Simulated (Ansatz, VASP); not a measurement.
**Two plane-wave programs on MgO**

```
Mg O
1.0
     3.49398    0.00000    0.00000
    -1.74699    3.02587    0.00000
     0.00000    0.00000    4.19402
Mg O
2 2
Direct
  0.66667 0.33333 0.75000
  0.33333 0.66667 0.25000
  0.66667 0.33333 0.25000
  0.33333 0.66667 0.75000
```

Alike in both runs: functional PBEsol; k mesh 6 × 6 × 4; no spin polarisation.

Ansatz relaxed the structure, and its values are those at the end. VASP's run is a single point on that final structure, the one shown.

```csv
,VASP,Ansatz
version,VASP 6.6.1,Ansatz 0.2.0
potentials or method,"VASP PAW PBE potentials, release 64 (Mg, O)","plane waves, PAW"
plane-wave cutoff (eV),520,420
occupations,"gaussian, width 0.01 eV",fixed
valence electrons in the cell,16,32
```

Ansatz gave:

- pressure (GPa): 0.0

Task: What did VASP give for the same quantities?

Result: Pressure (GPa): -0.4.

VASP's potentials were made for PBE, not for PBEsol. VASP's potentials hold 16 valence electrons a cell and Ansatz's 32, so a difference there can come from the potentials and not from the codes.
